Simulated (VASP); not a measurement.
ZrSe2: single point with PBE+D3(BJ)

System: ZrSe2, a slab with vacuum.

```
Se Zr
1.0
     3.74096    0.00000    0.00000
    -1.87048    3.23977    0.00000
     0.00000    0.00000   68.61094
Se Zr
8 4
Direct
  0.66667 0.33333 0.34457
  0.33333 0.66667 0.39116
  0.66667 0.33333 0.43274
  0.33333 0.66667 0.47927
  0.66667 0.33333 0.52073
  0.33333 0.66667 0.56726
  0.66667 0.33333 0.60884
  0.33333 0.66667 0.65543
  0.00000 0.00000 0.36789
  0.00000 0.00000 0.45601
  0.00000 0.00000 0.54399
  0.00000 0.00000 0.63211
```

* Program: VASP 6.6.1
* Task: single point
* Functional: PBE
* Dispersion: D3(BJ)
* Potentials or basis: VASP PAW PBE potentials, release 64 (Se, Zr_sv)
* Cutoff: 400 eV
* k mesh: 12 × 12 × 1
* Occupations: gaussian, width 0.01 eV
* Spin: no spin polarisation

- Largest force: 0.020 eV/Å
- Band gap on the k mesh: 0.19 eV (least direct gap 1.02 eV)
- Dispersion energy per atom: -0.370 eV

Forces in eV/Å, atoms in the order of the input:
```
Se   0.000  0.000 -0.020
Se   0.000  0.000  0.019
Se   0.000  0.000 -0.020
Se   0.000  0.000  0.020
Se   0.000  0.000 -0.020
Se   0.000  0.000  0.020
Se   0.000  0.000 -0.019
Se   0.000  0.000  0.020
Zr   0.000  0.000  0.000
Zr   0.000  0.000  0.000
Zr   0.000  0.000  0.000
Zr   0.000  0.000  0.000
```

Levels at points of the mesh, in eV from the valence-band top:
```csv
k point,band 46,band 47,band 48,band 49,band 50,band 51
"(0.00, 0.00, 0.00)",-0.04,0.00,0.00,1.02,1.02,1.04
"(0.50, 0.00, 0.00)",-1.08,-1.07,-0.97,0.19,0.28,0.35
```

Wall time 26 min on 1 thread of Oxide Virtual Turin-like Processor, on a shared host, peak memory 0.83 GiB.

Caveat: semilocal functionals underestimate gaps, and a narrow one can read as zero.
